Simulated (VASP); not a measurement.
Wanted: the native input for a VASP 6.6.1 run.

```
Task                   : single point
Functional             : PBE
Potentials or basis    : VASP PAW PBE potentials, release 64 (Yb, S, H)
Cutoff                 : 520 eV
k mesh                 : 4 × 4 × 4
Occupations            : fermi-dirac, width 0.1 eV
Spin                   : no spin polarisation
Dipole correction      : no
Further INCAR settings : ALGO = Normal; EDIFF = 1e-06; NBANDS = 53
```

The structure of YbH4S2 lies in POSCAR:

```
YbH4S2
1.0
    0.0000000000      5.7680360000      0.0000000000
    5.7680360000      0.0000000000      0.0000000000
    2.8840180000      2.8840180000     -5.7796590000
Yb S H
2 4 8
Direct
    0.0000000000      0.0000000000      0.0000000000
    0.7500000000      0.2500000000      0.5000000000
    0.2481000000      0.2481000000      0.5038000000
    0.9981000000      0.4981000000      0.0038000000
    0.5019000000      0.0019000000      0.9962000000
    0.7519000000      0.7519000000      0.4962000000
    0.3079000000      0.4648900000      0.3842000000
    0.2148900000      0.5579000000      0.8842000000
    0.3079000000      0.1509100000      0.3842000000
    0.9009100000      0.5579000000      0.8842000000
    0.4421000000      0.0990900000      0.1158000000
    0.5351100000      0.6921000000      0.6158000000
    0.4421000000      0.7851100000      0.1158000000
    0.8490900000      0.6921000000      0.6158000000
```

One way to write it, as run:

INCAR

```
SYSTEM = YbH4S2
  PREC = Accurate
  ENCUT = 520
  EDIFF = 1E-6
  ISMEAR = -1
  SIGMA = 0.1
  LREAL = .False.
  LASPH = .True.
  NELM = 100
  ALGO = Normal
  ISIF = 2
  LWAVE = .False.
  LCHARG = .True.
  GGA = PE
  LELF = .True.
  LVHAR = .True.
  NBANDS = 53
```

KPOINTS

```
regular mesh
0
Gamma
  4 4 4
  0 0 0
```

Potentials or basis: VASP PAW PBE potentials, release 64 (Yb, S, H).

The run is started by

```console
$ cat potpaw_PBE.64/Yb/POTCAR potpaw_PBE.64/S/POTCAR potpaw_PBE.64/H/POTCAR > POTCAR
$ mpirun -np 1 vasp_std > vasp.out
```

Results of the run:

```yaml
Pressure: 25.2 GPa
Largest_force: 13.437 eV/Å
Band_gap_on_the_k_mesh: zero (bands 40 and 41 overlap by 0.68 eV)
```

Caveat: the stress differs along the axes, from 23 to 29 GPa; spin-orbit coupling is left out, which moves the levels of the heavy elements; forces of over 1 eV/Å act on the atoms, so gaps and moduli don't describe the material at rest.

Wall time 18 min on 1 thread of AMD EPYC 7R13 Processor (Zen 3), with other jobs on the host, peak memory 0.39 GiB.
